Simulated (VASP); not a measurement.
# Mg4FeO3 (P4/mmm) in VASP: further runs

The runs below take Mg4FeO3 through relaxation of cell and atoms, single point, with PBE.

Program: VASP 6.6.1. These are calculated values, not measurements. Logs are shortened: lines on timing, memory, paths and dates and some standing lists are left out, and cuts for length are marked.

## 1. The cell of the first run

It takes space group P4/mmm (No. 123, tetragonal). The conventional cell has a = 5.034 Å, b = 5.034 Å, c = 5.012 Å, α = 90.00°, β = 90.00°, γ = 90.00°. Mg (site symmetry m2m) has 4 O at 2.09 to 2.95 Å and 5 Mg at 2.19 to 3.10 Å and 2 Fe at 3.21 Å within 3.3 Å. Within 2.6 Å of Fe (site symmetry 4/mmm) lie 2 O at 1.94 Å. Within 1.5 Å of O (site symmetry 4mm) lie 1 O at 1.13 Å. Within 4.1 Å of O (site symmetry 4/mmm) lie 8 Mg at 2.95 Å and 4 Fe at 3.56 Å and 8 O at 4.06 Å.

The cell was built from a structure type or drawn by symmetry, and may not be a known phase.

## 2. Relaxation of cell and atoms, PBE, collinear spin, ferromagnetic start

Input file INCAR:

```
  PREC = Accurate
  ENCUT = 600
  EDIFF = 1E-7
  ISMEAR = 0
  SIGMA = 0.2
  LREAL = F
  LASPH = T
  NELM = 200
  ALGO = Normal
  ISIF = 3
  LWAVE = F
  LCHARG = F
  ISPIN = 2
  MAGMOM = 0 0 0 0 4 0 0 0
  LORBIT = 11
  LMAXMIX = 4
  GGA = PE
  IBRION = 2
  NSW = 36
  EDIFFG = -0.08
  GGA_COMPAT = F
  NELMIN = 4
```

Input file KPOINTS:

```
regular mesh
0
Gamma
  3 3 3
```

Input file POSCAR:

```
Mg4FeO3
1.0
    5.0343863200      0.0000000000      0.0000000000
    0.0000000000      5.0343863200      0.0000000000
    0.0000000000      0.0000000000      5.0119037000
Mg Fe O
4 1 3
Direct
    0.2179264900      0.2179264900      0.0000000000
    0.7820735100      0.7820735100      0.0000000000
    0.7820735100      0.2179264900      0.0000000000
    0.2179264900      0.7820735100      0.0000000000
    0.5000000000      0.5000000000      0.5000000000
    0.5000000000      0.5000000000      0.8875513700
    0.5000000000      0.5000000000      0.1124486300
    0.0000000000      0.0000000000      0.5000000000
```

Potentials or basis: VASP PAW PBE potentials, release 64 (Mg, Fe, O).

Started as:

```console
$ cat potpaw_PBE.64/Mg/POTCAR potpaw_PBE.64/Fe/POTCAR potpaw_PBE.64/O/POTCAR > POTCAR
$ mpirun -np 1 vasp_std > vasp.out
```

OUTCAR:

```text
PREC = Accurate
   ENCUT = 600
   EDIFF = 1E-7
   ISMEAR = 0
   LREAL = F
   LASPH = T
   NELM = 200
   ISIF = 3
   ISPIN = 2
   LORBIT = 11
   GGA = PE
   IBRION = 2
   NSW = 36
   EDIFFG = -0.08
   NELMIN = 4

 ion  position               nearest neighbor table
   1  0.218  0.218  0.000-   6 2.09   7 2.09   3 2.19   4 2.19   3 2.84   4 2.84   2 3.10   5 3.21
                             5 3.21   2 3.59   2 3.59
   2  0.782  0.782  0.000-   6 2.09   7 2.09   3 2.19   4 2.19   3 2.84   4 2.84   1 3.10   5 3.21
                             5 3.21   1 3.59   1 3.59
   3  0.782  0.218  0.000-   6 2.09   7 2.09   1 2.19   2 2.19   2 2.84   1 2.84   4 3.10   5 3.21
                             5 3.21   4 3.59   4 3.59
   4  0.218  0.782  0.000-   6 2.09   7 2.09   1 2.19   2 2.19   2 2.84   1 2.84   3 3.10   5 3.21
                             5 3.21   3 3.59   3 3.59
   5  0.500  0.500  0.500-   6 1.94   7 1.94   1 3.21   1 3.21   4 3.21   3 3.21   3 3.21   4 3.21
                             2 3.21   2 3.21
   6  0.500  0.500  0.888-   7 1.13   5 1.94   1 2.09   3 2.09   4 2.09   2 2.09
   7  0.500  0.500  0.112-   6 1.13   5 1.94   1 2.09   3 2.09   4 2.09   2 2.09
   8  0.000  0.000  0.500-

  LATTYP: Found a simple tetragonal cell.
 ALAT       =     5.0343863200
 C/A-ratio  =     0.9955341886

  Lattice vectors:

 A1 = (   5.0343863200,   0.0000000000,   0.0000000000)
 A2 = (   0.0000000000,   5.0343863200,   0.0000000000)
 A3 = (   0.0000000000,   0.0000000000,   5.0119037000)

Analysis of symmetry for initial positions (statically):
=====================================================================
 Subroutine PRICEL returns:
 Original cell was already a primitive cell.

 Routine SETGRP: Setting up the symmetry group for a
 simple tetragonal supercell.

 Subroutine GETGRP returns: Found 16 space group operations
 (whereof 16 operations were pure point group operations)
 out of a pool of 16 trial point group operations.

The static configuration has the point symmetry D_4h.

Analysis of symmetry for dynamics (positions and initial velocities):
=====================================================================
 Subroutine PRICEL returns:
 Original cell was already a primitive cell.

 Routine SETGRP: Setting up the symmetry group for a
 simple tetragonal supercell.

 Subroutine GETGRP returns: Found 16 space group operations
 (whereof 16 operations were pure point group operations)
 out of a pool of 16 trial point group operations.

The dynamic configuration has the point symmetry D_4h.

Analysis of structural, dynamic, and magnetic symmetry:
=====================================================================
 Subroutine PRICEL returns:
 Original cell was already a primitive cell.

 Routine SETGRP: Setting up the symmetry group for a
 simple tetragonal supercell.

 Subroutine GETGRP returns: Found 16 space group operations
 (whereof 16 operations were pure point group operations)
 out of a pool of 16 trial point group operations.

The overall configuration has the point symmetry D_4h.

 Subroutine INISYM returns: Found 16 space group operations
 (whereof 16 operations are pure point group operations),
 and found     1 'primitive' translations

----------------------------------------------------------------------------------------

                                     Primitive cell

  volume of cell :     127.0269

  direct lattice vectors                    reciprocal lattice vectors
     5.034386320  0.000000000  0.000000000     0.198633942  0.000000000  0.000000000
     0.000000000  5.034386320  0.000000000     0.000000000  0.198633942  0.000000000
     0.000000000  0.000000000  5.011903700     0.000000000  0.000000000  0.199524983

  length of vectors
     5.034386320  5.034386320  5.011903700     0.198633942  0.198633942  0.199524983

  position of ions in fractional coordinates (direct lattice)
     0.217926490  0.217926490  0.000000000
     0.782073510  0.782073510  0.000000000
     0.782073510  0.217926490  0.000000000
     0.217926490  0.782073510  0.000000000
     0.500000000  0.500000000  0.500000000
     0.500000000  0.500000000  0.887551370
[... 47 lines left out ...]
  0.333333  0.333333  0.333333      8.000000
   k-points           NKPTS =      6   k-points in BZ     NKDIM =      6   number of bands    NBANDS=     24
   number of dos      NEDOS =    301   number of ions     NIONS =      8
   total plane-waves  NPLWV =  64000
   dimension x,y,z NGX =    40 NGY =   40 NGZ =   40
   dimension x,y,z NGXF=    80 NGYF=   80 NGZF=   80
   ions per type =               4   1   3
   NGX,Y,Z   is equivalent  to a cutoff of  13.21, 13.21, 13.27 a.u.
   NGXF,Y,Z  is equivalent  to a cutoff of  26.42, 26.42, 26.54 a.u.
 SYSTEM =  unknown system
   PREC   = accura    normal or accurate (medium, high low for compatibility)
   ISTART =      0    job   : 0-new  1-cont  2-samecut
   ICHARG =      2    charge: 1-file 2-atom 10-const
   ISPIN  =      2    spin polarized calculation?
   LNONCOLLINEAR =      F non collinear calculations
   LSORBIT =      F    spin-orbit coupling
   LASPH  =      T    aspherical Exc in radial PAW
   ENCUT  =  600.0 eV  44.10 Ry    6.64 a.u.  10.05 10.05 10.01*2*pi/ulx,y,z
   NELM   =    200;   NELMIN=  4; NELMDL= -5     # of ELM steps
   EDIFF  = 0.1E-06   stopping-criterion for ELM
   LREAL  =      F    real-space projection
   EDIFFG = -.8E-01   stopping-criterion for IOM
   NSW    =     36    number of steps for IOM
   IBRION =      2    ionic relax: 0-MD 1-quasi-New 2-CG
   NFREE  =      1    steps in history (QN), initial steepest desc. (CG)
   ISIF   =      3    stress and relaxation
   ISYM   =      2    0-nonsym 1-usesym 2-fastsym
   POTIM  = 0.5000    time-step for ionic-motion
   TEBEG  =    0.0;   TEEND  =   0.0 temperature during run
   PSTRESS=    0.0 pullay stress
   NELECT =      34.0000    total number of electrons
   NUPDOWN=      -1.0000    fix difference up-down
   EMIN   =  10.00;   EMAX   =-10.00  energy-range for DOS
   EFERMI =   0.00;   METHOD = LEGACY
   ISMEAR =     0;   SIGMA  =   0.20  broadening in eV -4-tet -1-fermi 0-gaus
   EFERMI_NEDOS =   21; number of points for ismear=-14 and -15
   IALGO  =     38    algorithm
   IMIX   =      4    mixing-type and parameters
     AMIX     =   0.40;   BMIX     =  1.00
     AMIX_MAG =   1.60;   BMIX_MAG =  1.00
  volume/ion in A,a.u.               =      15.88       107.15
  Fermi-wavevector in a.u.,A,eV,Ry     =   1.055041  1.993738 15.144792  1.113111
  Thomas-Fermi vector in A             =   2.190224
   LORBIT       =     11    0 simple, 1 ext, 2 COOP (PROOUT), +10 PAW based schemes
   GGA     = PE    functional components
   LHFCALC =     F    Hartree Fock is set to
   AEXX    =    0.0000 exact exchange contribution
   IVDW    =     0    specifies the selected vdW correction
   LEPSILON=     F    determine dielectric tensor
   LRPA    =     F    only Hartree local field effects (RPA)
 conjugate gradient relaxation of ions
 spin polarized calculation
 Gauss-broadening in eV      SIGMA  =   0.20
  energy-cutoff  :      600.00
  volume of cell :      127.03
 maximum number of plane-waves:      4258
   NGX = 21   NGY = 21   NGZ = 21

--------------------------------------- Ionic step        1  -------------------------------------------

 number of electron      34.0000015 magnetization       3.0863676

 Free energy of the ion-electron system (eV)
  ---------------------------------------------------
  ext. energy  EPLUGINS =         0.00000000
  ---------------------------------------------------
  free energy    TOTEN  =       -19.58205164 eV

  energy without entropy =      -19.56445637  energy(sigma->0) =      -19.57325401

------------------------ aborting loop because EDIFF is reached ----------------------------------------

  FORCE on cell =-STRESS in cart. coord.  units (eV):
  Direction    XX          YY          ZZ          XY          YZ          ZX
  --------------------------------------------------------------------------------------
  -------------------------------------------------------------------------------------
  Total       22.6836439     22.6836439     22.9950066      0.0000000      0.0000000      0.0000000
  in kB      286.1064232    286.1064232    290.0336079      0.0000000      0.0000000      0.0000000
  external PRESSURE =     287.4154847 kB  Pullay stress =       0.0000000 kB
[... 111 lines left out ...]
  FREE ENERGIE OF THE ION-ELECTRON SYSTEM (eV)
  ---------------------------------------------------
  free  energy   TOTEN  =       -24.2160831050 eV

  energy  without entropy=      -24.0189172236  energy(sigma->0) =      -24.11750016

[... ionic steps 4 to 10 ...]

--------------------------------------- Ionic step       11  -------------------------------------------

 number of electron      33.9999993 magnetization       0.0486139

 number of electron      33.9999995 magnetization      -0.1891992
[... 81 lines left out ...]
--------------------------------------- Ionic step       13  -------------------------------------------

 number of electron      33.9999991 magnetization      -0.1712934

 Free energy of the ion-electron system (eV)
  ---------------------------------------------------
  ext. energy  EPLUGINS =         0.00000000
  ---------------------------------------------------
  free energy    TOTEN  =       -29.89036523 eV

  energy without entropy =      -29.54057757  energy(sigma->0) =      -29.71547140

 E-fermi :   0.5522     XC(G=0):  -7.8575

 val. band max:        0.5177816485   @ k =   0.3333   0.3333   0.3333
 cond. band min:       0.5528591765   @ k =   0.3333   0.3333   0.3333
 fundamental gap:      0.0350775280
 Fermi energy:         0.5521706836

 spin component 1

 k-point     1 :       0.0000    0.0000    0.0000
  band No.  band energies     occupation
      1     -19.2820      1.00000
      2     -17.9036      1.00000
      3     -14.4716      1.00000
      4      -7.0626      1.00000
      5      -5.0062      1.00000
      6      -5.0062      1.00000
[... 151 lines left out ...]
     23       4.3170      0.00000
     24       4.8839      0.00000
 Fermi energy:         0.5521706836

 spin component 2

 k-point     1 :       0.0000    0.0000    0.0000
  band No.  band energies     occupation
      1     -19.2849      1.00000
      2     -17.9063      1.00000
      3     -14.5539      1.00000
      4      -7.0817      1.00000
      5      -5.0080      1.00000
      6      -5.0080      1.00000
[... 186 lines left out ...]
  FREE ENERGIE OF THE ION-ELECTRON SYSTEM (eV)
  ---------------------------------------------------
  free  energy   TOTEN  =       -29.8903652346 eV

  energy  without entropy=      -29.5405775684  energy(sigma->0) =      -29.71547140

 reached required accuracy - stopping structural energy minimisation

 total charge

# of ion       s       p       d       tot
------------------------------------------
    1        0.203   0.121   0.024   0.348
    2        0.203   0.121   0.024   0.348
    3        0.203   0.121   0.024   0.348
    4        0.203   0.121   0.024   0.348
    5        0.480   0.480   6.238   7.198
    6        1.573   3.477   0.000   5.050
    7        1.573   3.477   0.000   5.050
    8        1.600   3.090   0.000   4.690
--------------------------------------------------
tot          6.036  11.008   6.335  23.379

 magnetization (x)

# of ion       s       p       d       tot
------------------------------------------
    1       -0.001  -0.001  -0.000  -0.002
    2       -0.001  -0.001  -0.000  -0.002
    3       -0.001  -0.001  -0.000  -0.002
    4       -0.001  -0.001  -0.000  -0.002
    5       -0.023  -0.001  -0.023  -0.047
    6       -0.000  -0.001   0.000  -0.001
    7       -0.000  -0.001   0.000  -0.001
    8       -0.001  -0.041   0.000  -0.041
--------------------------------------------------
tot         -0.029  -0.047  -0.023  -0.099
```

It took 15 min on 1 thread of AMD EPYC 9R45 (Zen 5), shared host; peak memory 0.3 GiB.

What came out:

* Free energy: -29.8904 eV
* Relaxed volume: 21.63 Å³/atom
* Relaxed cell: a = 5.496 Å, b = 5.496 Å, c = 5.729 Å, α = 90.00°, β = 90.00°, γ = 90.00°
* Space group after relaxing (to 0.1 Å): P4/mmm (No. 123)
* Pressure after relaxing: -0.1 GPa
* Largest force after relaxing: 0.037 eV/Å
* Net moment: -0.17 μB per cell
* Site moments: Mg -0.00; Fe -0.05; O -0.00, -0.04 (each value once) μB
* Valence electrons inside the program's atomic spheres: Mg 0.35; Fe 7.20; O 5.05, 4.69 (each value once)

Forces in eV/Å, atoms in the order of the input:
```
Mg   0.014  0.014  0.000
Mg  -0.014 -0.014  0.000
Mg  -0.014  0.014  0.000
Mg   0.014 -0.014  0.000
Fe   0.000  0.000  0.000
O    0.000  0.000  0.037
O    0.000  0.000 -0.037
O    0.000  0.000  0.000
```

Final structure:
```
Mg Fe O
1.0
     5.49595    0.00000    0.00000
     0.00000    5.49595    0.00000
     0.00000    0.00000    5.72894
Mg Fe O
4 1 3
Direct
  0.25772 0.25772 0.00000
  0.74228 0.74228 0.00000
  0.74228 0.25772 0.00000
  0.25772 0.74228 0.00000
  0.50000 0.50000 0.50000
  0.50000 0.50000 0.80330
  0.50000 0.50000 0.19670
  0.00000 0.00000 0.50000
```

Caveat: the k points lie up to 0.38 Å⁻¹ apart in the final cell; the standard files for N, O and F lose accuracy on very short bonds; the volume moved by over 15 % at a fixed basis, so the end points are rough; the relaxation stopped at a loose force limit of 0.08 eV/Å, so its end isn't a converged minimum. With open d or f shells a metallic result of PBE can be an artefact of self-interaction; +U or a hybrid may open a gap.

## 3. Single point, PBE, collinear spin, ferromagnetic start

This run uses another cell than the first one, of 10.89 Å³/atom.

Input file INCAR:

```
PREC     = Accurate       # precision mode
ENCUT    = 600            # plane-wave cutoff, eV
EDIFF    = 1E-6           # SCF threshold, eV
ISMEAR   = 0              # smearing method
SIGMA    = 0.1            # smearing width, eV
LREAL    = False          # projectors in reciprocal space
LASPH    = True           # aspherical terms in the spheres
NELM     = 200            # most SCF steps
ALGO     = Normal         # electronic algorithm
ISIF     = 2              # what is computed and relaxed
LWAVE    = False          # write WAVECAR
LCHARG   = True           # write CHGCAR
ISPIN    = 2              # spin polarisation
MAGMOM   = 0 0 0 0 2.6 0 0 0 # initial moments
LORBIT   = 11             # projections on sites
LMAXMIX  = 4              # l up to which the mixer works
GGA      = PE             # functional
LELF     = True           # ELF
LVHAR    = True         
NBANDS   = 31             # bands
GGA_COMPAT= False
```

Input file KPOINTS:

```
Automatic mesh
0
Gamma
  6 6 2
```

Input file POSCAR:

```
Mg4FeO3
1.0
    2.6762027131      0.0000000000      0.0000000000
    0.0000000000      2.6762027131      0.0000000000
    0.0000000000      0.0000000000     12.1641644169
Mg Fe O
4 1 3
Direct
    0.0000000000      0.0000000000      0.8270693305
    0.0000000000      0.0000000000      0.1729306695
    0.0000000000      0.0000000000      0.3905404480
    0.0000000000      0.0000000000      0.6094595520
    0.5000000000      0.5000000000      0.0000000000
    0.5000000000      0.5000000000      0.2806436784
    0.5000000000      0.5000000000      0.5000000000
    0.5000000000      0.5000000000      0.7193563216
```

Potentials or basis: VASP PAW PBE potentials, release 64 (Mg, Fe, O).

Started as:

```console
$ cat potpaw_PBE.64/Mg/POTCAR potpaw_PBE.64/Fe/POTCAR potpaw_PBE.64/O/POTCAR > POTCAR
$ mpirun -np 1 vasp_std > vasp.out
```

Wall time 85 s (1 thread of AMD EPYC 9R45 (Zen 5), shared host); peak memory 0.3 GiB.

It converged, with:

```
Free energy                                           : -40.1986 eV
Pressure                                              : -1.0 GPa
Largest force                                         : 0.043 eV/Å
Net moment                                            : 2.17 μB per cell
Site moments                                          : Mg -0.02, -0.00 (each value once); Fe +2.32; O -0.01, -0.00 (each value once) μB
Valence electrons inside the program's atomic spheres : Mg 0.40, 0.34 (each value once); Fe 6.98; O 5.02
```

Forces on the atoms (eV/Å):
```
Mg   0.000  0.000  0.026
Mg   0.000  0.000 -0.026
Mg   0.000  0.000 -0.010
Mg   0.000  0.000  0.010
Fe   0.000  0.000  0.000
O    0.000  0.000  0.043
O    0.000  0.000  0.000
O    0.000  0.000 -0.043
```

Stress tensor (GPa, compression positive):
```
-1.02  0.00  0.00
 0.00 -1.02  0.00
 0.00  0.00 -0.89
```

Levels at points of the mesh, in eV from the Fermi level:
Spin up:
```
           k point  band 14  band 15  band 16  band 17  band 18  band 19  band 20  band 21  band 22  band 23
(0.00, 0.00, 0.00)    -2.63    -2.29    -1.88    -1.26    -1.26    -0.99     0.82     2.93     3.62     6.16
(0.50, 0.00, 0.00)    -2.13    -1.68    -1.68    -1.36    -1.13     1.41     1.56     2.84     4.73     5.12
(0.50, 0.50, 0.00)    -2.48    -2.48    -1.12     0.09     2.74     2.74     3.03     3.87     4.78     5.32
(0.00, 0.00, 0.50)    -2.63    -2.61    -2.07    -1.26    -1.26    -0.99     1.31     2.22     4.20     5.82
(0.50, 0.00, 0.50)    -2.13    -1.68    -1.59    -1.38    -1.13     1.25     1.61     3.39     3.51     5.66
(0.50, 0.50, 0.50)    -2.48    -2.48    -1.09     0.09     2.72     2.72     3.03     3.88     4.78     5.82
```
Spin down:
```csv
k point,band 14,band 15,band 16,band 17,band 18,band 19
"(0.00, 0.00, 0.00)",-1.96,-1.17,-1.15,1.00,1.29,1.29
"(0.50, 0.00, 0.00)",-1.66,-1.36,-0.36,1.18,1.31,1.47
"(0.50, 0.50, 0.00)",-0.48,-0.48,0.33,1.96,2.79,2.79
"(0.00, 0.00, 0.50)",-2.64,-1.15,-0.93,1.29,1.29,1.31
"(0.50, 0.00, 0.50)",-1.65,-1.38,-0.31,1.15,1.18,1.47
"(0.50, 0.50, 0.50)",-0.48,-0.48,0.35,1.96,2.77,2.77
```

Caveat: the k points lie up to 0.39 Å⁻¹ apart; a cell with one magnetic atom can't hold antiferromagnetic order, which such compounds often take.
